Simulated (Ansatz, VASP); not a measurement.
## Two plane-wave programs on Ga4As3N

The input INCAR:

```
PREC = Accurate
ENCUT = 600
EDIFF = 1E-7
ISMEAR = 0
SIGMA = 0.1
LREAL = F
LASPH = T
NELM = 80
ALGO = Fast
ISIF = 3
LWAVE = F
LCHARG = F
GGA = PE
IBRION = 2
NSW = 100
EDIFFG = -0.01
```

The input KPOINTS:

```
Automatic mesh
0
Gamma
  10 10 4
```

Contents of POSCAR:

```
Ga4As3N
1.0
    3.6403522037      0.0000000000      0.0000000000
    0.0000000000      3.6403522037      0.0000000000
    0.0000000000      0.0000000000     10.9888610443
Ga As N
4 3 1
Direct
    0.0000000000      0.0000000000      0.5000000000
    0.5000000000      0.5000000000      0.3230872105
    0.0000000000      0.0000000000      0.0000000000
    0.5000000000      0.5000000000      0.6769127895
    0.0000000000      0.0000000000      0.7331772533
    0.0000000000      0.0000000000      0.2668227467
    0.5000000000      0.5000000000      0.0000000000
    0.5000000000      0.5000000000      0.5000000000
```

Input for Ansatz:

```yaml
crystal:
  lattice:
    - [3.6403522037, 0.0, 0.0]
    - [0.0, 3.6403522037, 0.0]
    - [0.0, 0.0, 10.9888610443]
  atoms:
    - { symbol: Ga, position: [0.0, 0.0, 0.5] }
    - { symbol: Ga, position: [0.5, 0.5, 0.3230872105] }
    - { symbol: Ga, position: [0.0, 0.0, 0.0] }
    - { symbol: Ga, position: [0.5, 0.5, 0.6769127895] }
    - { symbol: As, position: [0.0, 0.0, 0.7331772533] }
    - { symbol: As, position: [0.0, 0.0, 0.2668227467] }
    - { symbol: As, position: [0.5, 0.5, 0.0] }
    - { symbol: "N", position: [0.5, 0.5, 0.5] }
basis:
  ecutwfc: 420
kpoints:
  mp_grid: { grid: [10, 10, 4] }
hamiltonian:
  xc: pbe
scf:
  occupations: { method: gaussian, width: 0.1 }
output:
  forces: true
  stress: true
  eigenvalues: true
relax:
  adjacent_minimum: "off"
  f_tol: 0.01
  max_steps: 80
  cell: { stress_tol: 0.05 }
```

Alike in both runs: task relaxation of cell and atoms; functional PBE; k mesh 10 × 10 × 4; occupations gaussian, width 0.1 eV; no spin polarisation.

|  | VASP | Ansatz |
| --- | --- | --- |
| version | VASP 6.6.1 | Ansatz 0.2.0 |
| potentials or method | VASP PAW PBE potentials, release 64 (Ga_d, As, N), cutoff 600 eV | scalar-relativistic, plane waves, PAW |
| valence electrons in the cell | 72 | 102 |

```csv
,VASP,Ansatz,Ansatz less VASP
"gap on the k mesh at the Fermi level, each at its own relaxed structure (eV)",none,none,-
relaxed volume (Å³/atom),18.12,18.11,-0.010
relaxed length of the cell vector where the two differ most in proportion (Å),10.851,10.859,+0.0079
```

A gap of «none» marks a metal or a gap that the smearing closes. VASP's potentials hold 72 valence electrons a cell and Ansatz's 102, so a difference there can come from the potentials and not from the codes.
